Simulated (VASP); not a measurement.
Input of a VASP 6.6.1 run:

The input INCAR:

```
SYSTEM = LiTiH3
PREC     = Accurate       ! precision mode
ENCUT    = 600            ! plane-wave cutoff, eV
EDIFF    = 1E-7           ! SCF threshold, eV
ISMEAR   = 0              ! smearing method
SIGMA    = 0.1            ! smearing width, eV
LREAL    = .FALSE.        ! projectors in reciprocal space
LASPH    = .TRUE.         ! aspherical terms in the spheres
NELM     = 60             ! most SCF steps
ALGO     = Normal         ! electronic algorithm
ISIF     = 3              ! what is computed and relaxed
LWAVE    = .FALSE.        ! write WAVECAR
LCHARG   = .FALSE.        ! write CHGCAR
GGA      = PE             ! functional
IBRION   = 2              ! ionic algorithm
NSW      = 90             ! ionic steps
EDIFFG   = -0.04          ! ionic threshold
```

Contents of KPOINTS:

```
regular mesh
0
G
  4 4 4
  0 0 0
```

POSCAR

```
LiTiH3
1.0
   -2.9095928100      2.9095928100      4.1147856100
    2.9095928100     -2.9095928100      4.1147856100
    2.9095928100      2.9095928100     -4.1147856100
Li Ti H
2 2 6
Direct
    0.7500000000      0.2500000000      0.5000000000
    0.2500000000      0.7500000000      0.5000000000
    0.5000000000      0.5000000000      0.0000000000
    0.0000000000      0.0000000000      0.0000000000
    0.2739757900      0.7739757900      0.0479515800
    0.7739757900      0.7260242100      0.5000000000
    0.7500000000      0.7500000000      0.0000000000
    0.7260242100      0.2260242100      0.9520484200
    0.2260242100      0.2739757900      0.5000000000
    0.2500000000      0.2500000000      0.0000000000
```

Potentials or basis: VASP PAW PBE potentials, release 64 (Li_sv, Ti_sv, H).

The run is started by

```sh
$ cat potpaw_PBE.64/Li_sv/POTCAR potpaw_PBE.64/Ti_sv/POTCAR potpaw_PBE.64/H/POTCAR > POTCAR
$ mpirun -np 1 vasp_std > vasp.out
```

Task: Predict the space group after relaxing (to 0.1 Å).

Result: I4/mcm (No. 140).

Task: Predict the relaxed volume.

Result: 8.80 Å³/atom.

Task: Estimate the relaxed cell.

Result: a = 5.031 Å, b = 5.031 Å, c = 5.031 Å, α = 121.41°, β = 121.41°, γ = 87.58°.

Step by step:
| step | energy change (eV) | largest force (eV/Å) | pressure (GPa) | volume (Å³) |
| --- | --- | --- | --- | --- |
| 1 | 0.0000 | 0.0452 | -12.39 | 139.34 |
| 2 | -1.4730 | 0.0085 | -10.02 | 118.72 |
| 3 | -2.3336 | 0.0910 | -4.10 | 100.37 |
| 4 | -0.4523 | 0.3998 | 33.34 | 69.55 |
| 5 | -2.4202 | 0.1235 | -1.21 | 95.26 |
| 6 | -2.4270 | 0.1365 | 0.02 | 93.42 |
| 7 | -2.4258 | 0.1307 | -0.53 | 94.22 |
| 8 | -2.4304 | 0.1362 | -0.53 | 94.16 |
| 9 | -2.4450 | 0.1519 | -0.51 | 93.96 |
| 10 | -2.4771 | 0.1787 | -0.50 | 93.56 |
| 11 | -2.5490 | 0.2077 | -0.63 | 92.76 |
| 12 | -2.6730 | 0.1081 | -1.36 | 91.13 |
| 13 | -2.1506 | 1.0208 | -3.44 | 87.81 |
| 14 | -2.6790 | 0.0838 | -1.40 | 90.86 |
| 15 | -2.6814 | 0.0447 | -1.82 | 90.22 |
| 16 | -2.6847 | 0.0229 | -1.61 | 90.52 |
| 17 | -2.6985 | 0.0041 | -1.04 | 89.41 |
| 18 | -2.7051 | 0.0422 | -0.30 | 88.05 |
| 19 | -2.7052 | 0.0446 | -0.25 | 87.97 |
| 20 | -2.7070 | 0.0344 | -0.19 | 87.99 |
| 21 | -2.7099 | 0.0056 | -0.01 | 88.03 |

Caveat: the cutoff is under 1.25 times the usual one of these potentials, so pressure, stress and relaxed cells hold a basis-set (Pulay) error; the volume moved by over 15 % at a fixed basis, so the end points are rough.
